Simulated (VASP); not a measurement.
Wanted: the native input for a VASP 6.6.1 run.

```
Task                   : single point
Functional             : PBEsol
Potentials or basis    : VASP PAW PBE potentials, release 64 (La, Pd)
Cutoff                 : 520 eV
k mesh                 : 8 × 8 × 8
Occupations            : gaussian, width 0.05 eV
Spin                   : no spin polarisation
Dipole correction      : no
Further INCAR settings : ALGO = Normal; EDIFF = 1e-07; NBANDS = 28
```

The structure of LaPd3 lies in POSCAR:

```
LaPd3
1.0
    4.2045364204      0.0000000000      0.0000000000
    0.0000000000      4.2045364204      0.0000000000
    0.0000000000      0.0000000000      4.2045364204
La Pd
1 3
Direct
    0.0000000000      0.0000000000      0.0000000000
    0.0000000000      0.5000000000      0.5000000000
    0.5000000000      0.5000000000      0.0000000000
    0.5000000000      0.0000000000      0.5000000000
```

This cell differs from its parent crystal: volume scaled by 1.040.

The input as run:

INCAR

```
ALGO = Normal
EDIFF = 1E-7
ENCUT = 520
GGA = PS
ISIF = 2
ISMEAR = 0
LASPH = T
LCHARG = F
LREAL = F
LWAVE = F
NBANDS = 28
NELM = 80
PREC = Accurate
SIGMA = 0.05
```

KPOINTS

```
k-points
0
Gamma
  8 8 8
```

Potentials or basis: VASP PAW PBE potentials, release 64 (La, Pd).

Command:

```sh
$ cat potpaw_PBE.64/La/POTCAR potpaw_PBE.64/Pd/POTCAR > POTCAR
$ mpirun -np 1 vasp_std > vasp.out
```

Results of the run:

The pressure is -4.7 GPa.

Caveat: the PAW data sets were made with another functional, which shifts forces and pressure a little.

It took 28 s on 1 thread of Intel(R) Xeon(R) 6975P-C (Granite Rapids), on a shared host, peak memory 0.22 GiB.
